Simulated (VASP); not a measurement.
# ZnS (ke600) (F-43m) in VASP: single point with LDA

Aim: the single point of ZnS (ke600) with LDA.

Everything below comes from runs of VASP 6.6.1. Logs are shortened: lines on timing, memory, paths and dates and some standing lists are left out, and cuts for length are marked.

**1. The cell of the first run**

It takes space group F-43m (No. 216, cubic). The conventional cell has a = 5.296 Å, b = 5.296 Å, c = 5.296 Å, α = 90.00°, β = 90.00°, γ = 90.00°. Zn (site symmetry -43m) has 4 S at 2.29 Å within 3.0 Å. S (site symmetry -43m) has 4 Zn at 2.29 Å within 3.0 Å.

**2. Single point, LDA**

Input file INCAR:

```
SYSTEM = ZnS
  ALGO = Normal
  EDIFF = 1E-6
  ENCUT = 520
  ISIF = 2
  ISMEAR = 0
  LASPH = .True.
  LCHARG = .False.
  LREAL = .False.
  LWAVE = .False.
  NBANDS = 16
  NELM = 80
  PREC = Accurate
  SIGMA = 0.02
```

Input file KPOINTS:

```
k-points
0
Gamma
  10 10 10
  0 0 0
```

Input file POSCAR:

```
ZnS
1.0
    0.0000000000      2.6481935253      2.6481935253
    2.6481935253      0.0000000000      2.6481935253
    2.6481935253      2.6481935253      0.0000000000
Zn S
1 1
Direct
    0.0000000000      0.0000000000      0.0000000000
    0.7500000000      0.7500000000      0.7500000000
```

Potentials or basis: VASP PAW LDA potentials, release 64 (Zn, S).

The run is started by

```
cat potpaw_LDA.64/Zn/POTCAR potpaw_LDA.64/S/POTCAR > POTCAR
mpirun -np 1 vasp_std > vasp.out
```

OUTCAR:

```text
SYSTEM = ZnS
   EDIFF = 1E-6
   ENCUT = 520
   ISIF = 2
   ISMEAR = 0
   LASPH = .True.
   LREAL = .False.
   NELM = 80
   PREC = Accurate

 ion  position               nearest neighbor table
   1  0.000  0.000  0.000-   2 2.29   2 2.29   2 2.29   2 2.29
   2  0.750  0.750  0.750-   1 2.29   1 2.29   1 2.29   1 2.29

  LATTYP: Found a face centered cubic cell.
 ALAT       =     5.2963870506

  Lattice vectors:

 A1 = (   0.0000000000,   2.6481935253,   2.6481935253)
 A2 = (   2.6481935253,   0.0000000000,   2.6481935253)
 A3 = (   2.6481935253,   2.6481935253,   0.0000000000)

Analysis of symmetry for initial positions (statically):
=====================================================================
 Subroutine PRICEL returns:
 Original cell was already a primitive cell.

 Routine SETGRP: Setting up the symmetry group for a
 face centered cubic supercell.

 Subroutine GETGRP returns: Found 24 space group operations
 (whereof 24 operations were pure point group operations)
 out of a pool of 48 trial point group operations.

The static configuration has the point symmetry T_d .

Analysis of symmetry for dynamics (positions and initial velocities):
=====================================================================
 Subroutine PRICEL returns:
 Original cell was already a primitive cell.

 Routine SETGRP: Setting up the symmetry group for a
 face centered cubic supercell.

 Subroutine GETGRP returns: Found 24 space group operations
 (whereof 24 operations were pure point group operations)
 out of a pool of 48 trial point group operations.

The dynamic configuration has the point symmetry T_d .

 Subroutine INISYM returns: Found 24 space group operations
 (whereof 24 operations are pure point group operations),
 and found     1 'primitive' translations

----------------------------------------------------------------------------------------

                                     Primitive cell

  volume of cell :      37.1432

  direct lattice vectors                    reciprocal lattice vectors
     0.000000000  2.648193525  2.648193525    -0.188807954  0.188807954  0.188807954
     2.648193525  0.000000000  2.648193525     0.188807954 -0.188807954  0.188807954
     2.648193525  2.648193525  0.000000000     0.188807954  0.188807954 -0.188807954

  length of vectors
     3.745111199  3.745111199  3.745111199     0.327024968  0.327024968  0.327024968

  position of ions in fractional coordinates (direct lattice)
     0.000000000  0.000000000  0.000000000
     0.750000000  0.750000000  0.750000000
[... 77 lines left out ...]
   EDIFF  = 0.1E-05   stopping-criterion for ELM
   LREAL  =      F    real-space projection
   EDIFFG = 0.1E-04   stopping-criterion for IOM
   NSW    =      0    number of steps for IOM
   IBRION =     -1    ionic relax: 0-MD 1-quasi-New 2-CG
   NFREE  =      0    steps in history (QN), initial steepest desc. (CG)
   ISIF   =      2    stress and relaxation
   ISYM   =      2    0-nonsym 1-usesym 2-fastsym
   POTIM  = 0.5000    time-step for ionic-motion
   TEBEG  =    0.0;   TEEND  =   0.0 temperature during run
   PSTRESS=    0.0 pullay stress
   NELECT =      18.0000    total number of electrons
   NUPDOWN=      -1.0000    fix difference up-down
   EMIN   =  10.00;   EMAX   =-10.00  energy-range for DOS
   EFERMI =   0.00;   METHOD = LEGACY
   ISMEAR =     0;   SIGMA  =   0.02  broadening in eV -4-tet -1-fermi 0-gaus
   EFERMI_NEDOS =   21; number of points for ismear=-14 and -15
   IALGO  =     38    algorithm
   IMIX   =      4    mixing-type and parameters
     AMIX     =   0.40;   BMIX     =  1.00
     AMIX_MAG =   1.60;   BMIX_MAG =  1.00
  volume/ion in A,a.u.               =      18.57       125.33
  Fermi-wavevector in a.u.,A,eV,Ry     =   1.285896  2.429992 22.497632  1.653529
  Thomas-Fermi vector in A             =   2.418003
   LORBIT       =      0    0 simple, 1 ext, 2 COOP (PROOUT), +10 PAW based schemes
   GGA     = CA    functional components
   LHFCALC =     F    Hartree Fock is set to
   AEXX    =    0.0000 exact exchange contribution
   IVDW    =     0    specifies the selected vdW correction
   LEPSILON=     F    determine dielectric tensor
   LRPA    =     F    only Hartree local field effects (RPA)
 non-spin polarized calculation
 Gauss-broadening in eV      SIGMA  =   0.02
  energy-cutoff  :      520.00
  volume of cell :       37.14
 maximum number of plane-waves:      1010
   NGX = 13   NGY = 13   NGZ = 13

 number of electron      18.0000014 magnetization

 Free energy of the ion-electron system (eV)
  ---------------------------------------------------
  ext. energy  EPLUGINS =         0.00000000
  ---------------------------------------------------
  free energy    TOTEN  =        -8.20785973 eV

  energy without entropy =       -8.20785973  energy(sigma->0) =       -8.20785973

 E-fermi :   2.6442     XC(G=0): -10.3175

 val. band max:        2.5156993441   @ k =   0.0000   0.0000   0.0000
 cond. band min:       4.6770081202   @ k =   0.0000   0.0000   0.0000
 fundamental gap:      2.1613087761
 Fermi energy:         2.6442111000

 k-point     1 :       0.0000    0.0000    0.0000
  band No.  band energies     occupation
      1     -11.0336      2.00000
      2      -4.2419      2.00000
      3      -4.2419      2.00000
      4      -4.2419      2.00000
      5      -3.6885      2.00000
      6      -3.6885      2.00000
[... 433 lines left out ...]
      3      -3.9690      2.00000
      4      -3.9617      2.00000
      5      -3.6669      2.00000
      6      -3.6221      2.00000
[... 8 lines left out ...]
     15      16.0195      0.00000
     16      18.6428      0.00000

 [... further k-points ...]

------------------------ aborting loop because EDIFF is reached ----------------------------------------

  FORCE on cell =-STRESS in cart. coord.  units (eV):
  Direction    XX          YY          ZZ          XY          YZ          ZX
  --------------------------------------------------------------------------------------
  -------------------------------------------------------------------------------------
  Total        0.0582785      0.0582785      0.0582785      0.0000000      0.0000000      0.0000000
  in kB        2.5138514      2.5138514      2.5138514      0.0000000      0.0000000      0.0000000
  external PRESSURE =       2.5138514 kB  Pullay stress =       0.0000000 kB

 VOLUME and BASIS-vectors are now :
 -----------------------------------------------------------------------------
  energy-cutoff  :      520.00
  volume of cell :       37.14
      direct lattice vectors                 reciprocal lattice vectors
     0.000000000  2.648193525  2.648193525    -0.188807954  0.188807954  0.188807954
     2.648193525  0.000000000  2.648193525     0.188807954 -0.188807954  0.188807954
     2.648193525  2.648193525  0.000000000     0.188807954  0.188807954 -0.188807954

 POSITION                                       TOTAL-FORCE (eV/Angst)
 -----------------------------------------------------------------------------------
      0.00000      0.00000      0.00000        -0.000000     -0.000000     -0.000000
      3.97229      3.97229      3.97229         0.000000      0.000000      0.000000
 -----------------------------------------------------------------------------------
    total drift:                               -0.000001     -0.000001     -0.000001

  FREE ENERGIE OF THE ION-ELECTRON SYSTEM (eV)
  ---------------------------------------------------
  free  energy   TOTEN  =        -8.2078597326 eV

  energy  without entropy=       -8.2078597326  energy(sigma->0) =       -8.20785973
```

stdout:

```text
POSCAR found type information on POSCAR ZnS
 POSCAR found :  2 types and       2 ions
 scaLAPACK will be used
 LDA part: xc-table for (Slater(with rela. corr.)+CA(PZ))
 , standard interpolation
 POSCAR, INCAR and KPOINTS ok, starting setup
 FFT: planning ... GRIDC
 FFT: planning ... GRID_SOFT
 FFT: planning ... GRID
 WAVECAR not read
 entering main loop
```

Run time: 52 s. Hardware: 1 thread of AMD EPYC 7R13, shared host; peak memory 0.12 GiB.

Results:

```
Free energy            : -8.2079 eV
Pressure               : 0.3 GPa
Band gap on the k mesh : 2.16 eV, direct
```

A hybrid or GW would open this gap; LDA tends to underestimate it.
